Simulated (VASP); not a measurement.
Write the native input for VASP 6.6.1 that does the following.

```
Task                   : single point
Functional             : PBE
Potentials or basis    : VASP PAW PBE potentials, release 64 (Ti_sv, S)
Cutoff                 : 520 eV
k mesh                 : 9 × 6 × 1
Occupations            : gaussian, width 0.1 eV
Spin                   : no spin polarisation
Dipole correction      : yes
Further INCAR settings : ALGO = Normal; EDIFF = 1e-06; NBANDS = 48
```

The structure of Ti6S lies in POSCAR:

```
Ti6S
1.0
    2.8319727860      0.0000000000      0.0000000000
    0.0000000000      4.5793473380      0.0000000000
    0.0000000000      0.0000000000     22.0506909065
Ti S
6 1
Direct
    0.5000000000      0.0000000000      0.1814002118
    0.0000000000      0.5000000000      0.2413504290
    0.5000000000      0.0000000000      0.3013006462
    0.5000000000      0.5000000000      0.3625816208
    0.0000000000      0.0000000000      0.4208167734
    0.5000000000      0.5000000000      0.4784743912
    0.5000000000      0.9000000000      0.5270888084
```

The input as run:

INCAR

```
SYSTEM = Ti6S
ALGO = Normal
DIPOL = 0.5 0.5 0.359
EDIFF = 1E-6
ENCUT = 520
GGA = PE
IDIPOL = 3
ISIF = 2
ISMEAR = 0
LASPH = .True.
LCHARG = .False.
LDIPOL = .True.
LREAL = .False.
LWAVE = .False.
NBANDS = 48
NELM = 100
PREC = Accurate
SIGMA = 0.1
```

KPOINTS

```
k-points
0
Gamma
  9 6 1
  0 0 0
```

Potentials or basis: VASP PAW PBE potentials, release 64 (Ti_sv, S).

Run with:

```console
$ cat potpaw_PBE.64/Ti_sv/POTCAR potpaw_PBE.64/S/POTCAR > POTCAR
$ mpirun -np 1 vasp_std > vasp.out
```

Results of the run:

The largest force is 3.114 eV/Å and the band gap on the k mesh is zero (bands 39 and 40 overlap by 0.17 eV).

Run time: 4.7 min on 1 thread of Intel(R) Xeon(R) 6975P-C (Granite Rapids), on a shared host, peak memory 0.46 GiB.
